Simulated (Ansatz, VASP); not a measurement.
Re in VASP and in Ansatz

```
Re
1.0
    -0.03950    1.95525    1.95525
     1.95525   -0.03950    1.95525
     1.95525    1.95525   -0.03950
Re
1
Direct
  0.00000 0.00000 0.00000
```

Change from the starting cell: equal xy, yz and zx shear strains of -2 %.

Alike in both runs: task single point; functional PBEsol; k mesh 14 × 14 × 14; occupations fermi-dirac, width 0.05 eV; no spin polarisation.

|  | VASP | Ansatz |
| --- | --- | --- |
| version | VASP 6.6.1 | Ansatz 0.2.0 |
| potentials or method | VASP PAW PBE potentials, release 64 (Re), cutoff 520 eV | all-electron LAPW, scalar-relativistic |

VASP gave:

```
pressure (GPa)                                                : -18.5
traceless stress, the component that is largest in VASP (GPa) : 3.19
```

Estimate Ansatz's values.

pressure (GPa): -18.0; traceless stress, the component that is largest in VASP (GPa): 3.23.

VASP's potentials were made for PBE, not for PBEsol. Ansatz ran all-electron here, and VASP with PAW potentials.

Neither program's run includes spin-orbit coupling.
